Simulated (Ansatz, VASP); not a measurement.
# HfB in VASP and in Ansatz

The input INCAR:

```
SYSTEM = HfB
ALGO = Normal
EDIFF = 1E-6
EDIFFG = -0.005
ENCUT = 600
GGA = PS
IBRION = 2
ISIF = 3
ISMEAR = 0
LASPH = .TRUE.
LCHARG = .FALSE.
LREAL = .FALSE.
LWAVE = .FALSE.
NELM = 100
NSW = 100
PREC = Accurate
SIGMA = 0.1
```

The input KPOINTS:

```
k-points
0
G
  16 16 16
  0 0 0
```

POSCAR

```
HfB
1.0
    0.0000000000      2.3934782689      2.3934782689
    2.3934782689      0.0000000000      2.3934782689
    2.3934782689      2.3934782689      0.0000000000
Hf B
1 1
Direct
    0.5000000000      0.5000000000      0.5000000000
    0.0000000000      0.0000000000      0.0000000000
```

Input for Ansatz:

```yaml
crystal:
  lattice:
    - [0.0, 2.3934782258, 2.3934782258]
    - [2.3934782258, 0.0, 2.3934782258]
    - [2.3934782258, 2.3934782258, 0.0]
  atoms:
    - { symbol: Hf, position: [0.5, 0.5, 0.5] }
    - { symbol: B, position: [0.0, 0.0, 0.0] }
basis:
  ecutwfc: 420
kpoints:
  mp_grid: { grid: [16, 16, 16] }
hamiltonian:
  xc: pbesol
scf:
  occupations: { method: gaussian, width: 0.1 }
output:
  forces: true
  stress: true
  eigenvalues: true
relax:
  adjacent_minimum: "off"
  f_tol: 0.005
  max_steps: 80
  cell: { stress_tol: 0.05 }
```

Alike in both runs: task relaxation of cell and atoms; functional PBEsol; k mesh 16 × 16 × 16; occupations gaussian, width 0.1 eV; no spin polarisation.

```csv
,VASP,Ansatz
version,VASP 6.6.1,Ansatz 0.2.0
potentials or method,"VASP PAW PBE potentials, release 64 (Hf_pv, B), cutoff 600 eV","scalar-relativistic, plane waves, PAW"
valence electrons in the cell,13,29
```

Ansatz gave:

```
gap on the k mesh at the Fermi level, each at its own relaxed structure (eV) : none
relaxed volume (Å³/atom)                                                     : 13.72
relaxed cell length with the largest relative difference (Å)                 : 3.386
```

Problem. What did VASP give for the same quantities?

Solution. gap on the k mesh at the Fermi level, each at its own relaxed structure (eV): none; relaxed volume (Å³/atom): 13.74; relaxed cell length with the largest relative difference (Å): 3.388.

VASP's potentials were made for PBE, not for PBEsol. A gap of «none» marks a metal or a gap that the smearing closes. VASP's potentials hold 13 valence electrons a cell and Ansatz's 29, so a difference there can come from the potentials and not from the codes.

Spin-orbit coupling is off throughout.
